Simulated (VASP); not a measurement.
Input of a VASP 6.6.1 run:

INCAR

```
SYSTEM = GaN
  PREC = Accurate
  ENCUT = 520
  EDIFF = 1E-6
  ISMEAR = 0
  SIGMA = 0.05
  LREAL = .False.
  LASPH = .True.
  NELM = 80
  ALGO = Normal
  ISIF = 2
  LWAVE = .False.
  LCHARG = .False.
  GGA = PE
  NBANDS = 26
```

File KPOINTS:

```
regular mesh
0
Gamma
  12 12 6
  0 0 0
```

File POSCAR:

```
GaN
1.0
    3.1701524827      0.0000000000      0.0000000000
   -1.5850762413      2.7872412019      0.0000000000
    0.0000000000      0.0000000000      5.2430304702
Ga N
2 2
Direct
    0.3333333333      0.6666666667      0.9991316875
    0.6666666667      0.3333333333      0.4991316875
    0.3333333333      0.6666666667      0.3758683125
    0.6666666667      0.3333333333      0.8758683125
```

Potentials or basis: VASP PAW PBE potentials, release 64 (Ga_d, N).

The run is started by

```bash
$ cat potpaw_PBE.64/Ga_d/POTCAR potpaw_PBE.64/N/POTCAR > POTCAR
$ mpirun -np 1 vasp_std > vasp.out
```

Question: Predict the largest force.

Answer: 0.153 eV/Å.

Question: Estimate the pressure.

Answer: 2.9 GPa.

Stress tensor (GPa, compression positive):
```
6.02 0.00 0.00
0.00 1.51 0.00
0.00 0.00 1.02
```

Caveat: the cell differs from its parent crystal (strain -0.0150 x Voigt [1, 0, 0, 0, 0, 0]).
